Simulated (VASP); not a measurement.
# Ga (Im-3m) in VASP: relaxation of cell and atoms with LDA

Aim: the relaxation of cell and atoms of Ga with LDA.

Program: VASP 6.6.1. These are calculated values, not measurements. Logs are shortened: lines on timing, memory, paths and dates and some standing lists are left out, and cuts for length are marked.

## (1) The cell of the first run

Symmetry: Im-3m, No. 229, cubic system. Conventional cell: a = 3.362 Å, b = 3.362 Å, c = 3.362 Å, α = 90.00°, β = 90.00°, γ = 90.00°. Within 3.8 Å of Ga (site symmetry m-3m) lie 14 Ga at 2.91 to 3.36 Å.

## (2) Relaxation of cell and atoms, LDA

The input, INCAR:

```
  ALGO = Normal
  EDIFF = 1E-6
  EDIFFG = -0.005
  ENCUT = 600
  IBRION = 2
  ISIF = 3
  ISMEAR = -1
  LASPH = True
  LCHARG = False
  LREAL = False
  LWAVE = False
  NELM = 80
  NSW = 60
  PREC = Accurate
  SIGMA = 0.08
```

The input, KPOINTS:

```
k-points
0
Gamma
  17 17 17
```

The input, POSCAR:

```
Ga
1.0
   -1.6809877034      1.6809877034      1.6809877034
    1.6809877034     -1.6809877034      1.6809877034
    1.6809877034      1.6809877034     -1.6809877034
Ga
1
Direct
    0.0000000000      0.0000000000      0.0000000000
```

Potentials or basis: VASP PAW LDA potentials, release 64 (Ga_d).

The run is started by

```sh
$ cat potpaw_LDA.64/Ga_d/POTCAR > POTCAR
$ mpirun -np 1 vasp_std > vasp.out
```

OUTCAR:

```text
EDIFF = 1E-6
   EDIFFG = -0.005
   ENCUT = 600
   IBRION = 2
   ISIF = 3
   ISMEAR = -1
   LASPH = True
   LREAL = False
   NELM = 80
   NSW = 60
   PREC = Accurate

 ion  position               nearest neighbor table
   1  0.000  0.000  0.000-

  LATTYP: Found a body centered cubic cell.
 ALAT       =     3.3619754068

  Lattice vectors:

 A1 = (  -1.6809877034,   1.6809877034,   1.6809877034)
 A2 = (   1.6809877034,  -1.6809877034,   1.6809877034)
 A3 = (   1.6809877034,   1.6809877034,  -1.6809877034)

Analysis of symmetry for initial positions (statically):
=====================================================================
 Subroutine PRICEL returns:
 Original cell was already a primitive cell.

 Routine SETGRP: Setting up the symmetry group for a
 body centered cubic supercell.

 Subroutine GETGRP returns: Found 48 space group operations
 (whereof 48 operations were pure point group operations)
 out of a pool of 48 trial point group operations.

The static configuration has the point symmetry O_h .

Analysis of symmetry for dynamics (positions and initial velocities):
=====================================================================
 Subroutine PRICEL returns:
 Original cell was already a primitive cell.

 Routine SETGRP: Setting up the symmetry group for a
 body centered cubic supercell.

 Subroutine GETGRP returns: Found 48 space group operations
 (whereof 48 operations were pure point group operations)
 out of a pool of 48 trial point group operations.

The dynamic configuration has the point symmetry O_h .

 Subroutine INISYM returns: Found 48 space group operations
 (whereof 48 operations are pure point group operations),
 and found     1 'primitive' translations

----------------------------------------------------------------------------------------

                                     Primitive cell

  volume of cell :      19.0000

  direct lattice vectors                    reciprocal lattice vectors
    -1.680987703  1.680987703  1.680987703     0.000000000  0.297444175  0.297444175
     1.680987703 -1.680987703  1.680987703     0.297444175  0.000000000  0.297444175
     1.680987703  1.680987703 -1.680987703     0.297444175  0.297444175  0.000000000

  length of vectors
     2.911556109  2.911556109  2.911556109     0.420649586  0.420649586  0.420649586

  position of ions in fractional coordinates (direct lattice)
     0.000000000  0.000000000  0.000000000

  ion indices of the primitive-cell ions
   primitive index   ion index
                 1           1

----------------------------------------------------------------------------------------

 KPOINTS: k-points

Automatic generation of k-mesh.
 Grid dimensions read from file:
 generate k-points for:   17   17   17

 Generating k-lattice:

  Cartesian coordinates                     Fractional coordinates (reciprocal lattice)
     0.000000000  0.017496716  0.017496716     0.058823529  0.000000000  0.000000000
     0.017496716  0.000000000  0.017496716     0.000000000  0.058823529  0.000000000
     0.017496716  0.017496716  0.000000000     0.000000000  0.000000000  0.058823529

  Length of vectors
     0.024744093  0.024744093  0.024744093

  Shift w.r.t. Gamma in fractional coordinates (k-lattice)
     0.000000000  0.000000000  0.000000000

 Subroutine IBZKPT returns following result:
 ===========================================

 Found    165 irreducible k-points:

 Following reciprocal coordinates:
            Coordinates               Weight
  0.000000  0.000000  0.000000      1.000000
  0.058824  0.000000  0.000000     12.000000
  0.117647  0.000000  0.000000     12.000000
  0.176471  0.000000  0.000000     12.000000
  0.235294  0.000000  0.000000     12.000000
  0.294118  0.000000  0.000000     12.000000
[... 16 lines left out ...]
  0.411765  0.117647  0.000000     48.000000
  0.176471  0.176471  0.000000     24.000000
 [... further k-points ...]
   k-points           NKPTS =    165   k-points in BZ     NKDIM =    165   number of bands    NBANDS=     10
   number of dos      NEDOS =    301   number of ions     NIONS =      1
   total plane-waves  NPLWV =  13824
   dimension x,y,z NGX =    24 NGY =   24 NGZ =   24
   dimension x,y,z NGXF=    48 NGYF=   48 NGZF=   48
   ions per type =               1
   NGX,Y,Z   is equivalent  to a cutoff of  13.70, 13.70, 13.70 a.u.
   NGXF,Y,Z  is equivalent  to a cutoff of  27.41, 27.41, 27.41 a.u.
 SYSTEM =  unknown system
   PREC   = accura    normal or accurate (medium, high low for compatibility)
   ISTART =      0    job   : 0-new  1-cont  2-samecut
   ICHARG =      2    charge: 1-file 2-atom 10-const
   ISPIN  =      1    spin polarized calculation?
   LNONCOLLINEAR =      F non collinear calculations
   LSORBIT =      F    spin-orbit coupling
   LASPH  =      T    aspherical Exc in radial PAW
   ENCUT  =  600.0 eV  44.10 Ry    6.64 a.u.   5.82  5.82  5.82*2*pi/ulx,y,z
   NELM   =     80;   NELMIN=  2; NELMDL= -5     # of ELM steps
   EDIFF  = 0.1E-05   stopping-criterion for ELM
   LREAL  =      F    real-space projection
   EDIFFG = -.5E-02   stopping-criterion for IOM
   NSW    =     60    number of steps for IOM
   IBRION =      2    ionic relax: 0-MD 1-quasi-New 2-CG
   NFREE  =      1    steps in history (QN), initial steepest desc. (CG)
   ISIF   =      3    stress and relaxation
   ISYM   =      2    0-nonsym 1-usesym 2-fastsym
   POTIM  = 0.5000    time-step for ionic-motion
   TEBEG  =    0.0;   TEEND  =   0.0 temperature during run
   PSTRESS=    0.0 pullay stress
   NELECT =      13.0000    total number of electrons
   NUPDOWN=      -1.0000    fix difference up-down
   EMIN   =  10.00;   EMAX   =-10.00  energy-range for DOS
   EFERMI =   0.00;   METHOD = LEGACY
   ISMEAR =    -1;   SIGMA  =   0.08  broadening in eV -4-tet -1-fermi 0-gaus
   EFERMI_NEDOS =   21; number of points for ismear=-14 and -15
   IALGO  =     38    algorithm
   IMIX   =      4    mixing-type and parameters
     AMIX     =   0.40;   BMIX     =  1.00
     AMIX_MAG =   1.60;   BMIX_MAG =  1.00
  volume/ion in A,a.u.               =      19.00       128.22
  Fermi-wavevector in a.u.,A,eV,Ry     =   1.442574  2.726069 28.313990  2.081020
  Thomas-Fermi vector in A             =   2.561079
   LORBIT       =      0    0 simple, 1 ext, 2 COOP (PROOUT), +10 PAW based schemes
   GGA     = CA    functional components
   LHFCALC =     F    Hartree Fock is set to
   AEXX    =    0.0000 exact exchange contribution
   IVDW    =     0    specifies the selected vdW correction
   LEPSILON=     F    determine dielectric tensor
   LRPA    =     F    only Hartree local field effects (RPA)
 conjugate gradient relaxation of ions
 non-spin polarized calculation
  energy-cutoff  :      600.00
  volume of cell :       19.00
 maximum number of plane-waves:       652
   NGX = 11   NGY = 11   NGZ = 11

--------------------------------------- Ionic step        1  -------------------------------------------

 number of electron      12.9999992 magnetization

 Free energy of the ion-electron system (eV)
  ---------------------------------------------------
  ext. energy  EPLUGINS =         0.00000000
  ---------------------------------------------------
  free energy    TOTEN  =        -3.51888742 eV

  energy without entropy =       -3.50982225  energy(sigma->0) =       -3.51435484

------------------------ aborting loop because EDIFF is reached ----------------------------------------

  FORCE on cell =-STRESS in cart. coord.  units (eV):
  Direction    XX          YY          ZZ          XY          YZ          ZX
  --------------------------------------------------------------------------------------
  -------------------------------------------------------------------------------------
  Total       -0.5390069     -0.5390069     -0.5390069      0.0000000      0.0000000      0.0000000
  in kB      -45.4518203    -45.4518203    -45.4518203      0.0000000      0.0000000      0.0000000
  external PRESSURE =     -45.4518203 kB  Pullay stress =       0.0000000 kB
[... 55 lines left out ...]
  energy  without entropy=       -3.5337995615  energy(sigma->0) =       -3.53840209

--------------------------------------- Ionic step        3  -------------------------------------------

 number of electron      13.0000006 magnetization

 Free energy of the ion-electron system (eV)
  ---------------------------------------------------
  ext. energy  EPLUGINS =         0.00000000
  ---------------------------------------------------
  free energy    TOTEN  =        -3.54320017 eV

  energy without entropy =       -3.53399227  energy(sigma->0) =       -3.53859622

 E-fermi :   6.0780     XC(G=0): -11.7320

 val. band max:        6.0719681253   @ k =  -0.4118  -0.4706   0.2941
 cond. band min:       6.0945167714   @ k =  -0.4706   0.4706   0.3529
 fundamental gap:      0.0225486462
 Fermi energy:         6.0779902912

 k-point     1 :       0.0000    0.0000    0.0000
  band No.  band energies     occupation
      1      -9.0404      2.00000
      2      -9.0404      2.00000
      3      -9.0404      2.00000
      4      -8.8141      2.00000
      5      -8.8141      2.00000
      6      -5.6004      2.00000
      7      19.4064      0.00000
      8      19.4064      0.00000
      9      19.4064      0.00000
     10      24.0647      0.00000
[... 287 lines left out ...]
 k-point    24 :       0.1765    0.1765    0.0000
  band No.  band energies     occupation
      1      -9.0906      2.00000
      2      -9.0337      2.00000
      3      -8.8559      2.00000
      4      -8.8468      2.00000
      5      -8.8039      2.00000
      6      -2.8666      2.00000
      7      10.1036      0.00000
      8      11.2851      0.00000
      9      15.3967      0.00000
     10      21.1644      0.00000

 [... further k-points ...]

------------------------ aborting loop because EDIFF is reached ----------------------------------------

  FORCE on cell =-STRESS in cart. coord.  units (eV):
  Direction    XX          YY          ZZ          XY          YZ          ZX
  --------------------------------------------------------------------------------------
  -------------------------------------------------------------------------------------
  Total        0.0021853      0.0021853      0.0021853      0.0000000      0.0000000      0.0000000
  in kB        0.2005840      0.2005840      0.2005840      0.0000000      0.0000000      0.0000000
  external PRESSURE =       0.2005840 kB  Pullay stress =       0.0000000 kB
[... 16 lines left out ...]
  FREE ENERGIE OF THE ION-ELECTRON SYSTEM (eV)
  ---------------------------------------------------
  free  energy   TOTEN  =        -3.5432001689 eV

  energy  without entropy=       -3.5339922651  energy(sigma->0) =       -3.53859622

 reached required accuracy - stopping structural energy minimisation
```

Wall time 33 s (1 thread of Intel Xeon 6975P-C, shared host); peak memory 0.16 GiB.

What came out:

```yaml
Free_energy: -3.5432 eV
Relaxed_volume: 17.46 Å³/atom
Relaxed_cell: a = 2.830 Å, b = 2.830 Å, c = 2.830 Å, α = 109.47°, β = 109.47°, γ = 109.47°
Space_group_after_relaxing_to_0.05_Å: Im-3m (No. 229)
Energy_gained_by_relaxing: 24.3 meV/atom
Ionic_steps: 3
Pressure_after_relaxing: 0.0 GPa
```

Step by step:
| step | energy change (eV) | largest force (eV/Å) | pressure (GPa) | volume (Å³) |
| --- | --- | --- | --- | --- |
| 1 | 0.0000 | 0.0000 | -4.55 | 19.00 |
| 2 | -0.0241 | 0.0000 | -0.40 | 17.56 |
| 3 | -0.0243 | 0.0000 | 0.02 | 17.46 |

Final structure:
```yaml
crystal:
  lattice:
    - [-1.63413, 1.63413, 1.63413]
    - [1.63413, -1.63413, 1.63413]
    - [1.63413, 1.63413, -1.63413]
  atoms:
    - { symbol: Ga, position: [0.00000, 0.00000, 0.00000] }
```

Levels at points of the mesh, in eV from the Fermi level:
| k point | band 2 | band 3 | band 4 | band 5 | band 6 | band 7 | band 8 | band 9 | band 10 |
| --- | --- | --- | --- | --- | --- | --- | --- | --- | --- |
| (0.00, 0.00, 0.00) | -15.12 | -15.12 | -14.89 | -14.89 | -11.68 | 13.33 | 13.33 | 13.33 | 17.99 |
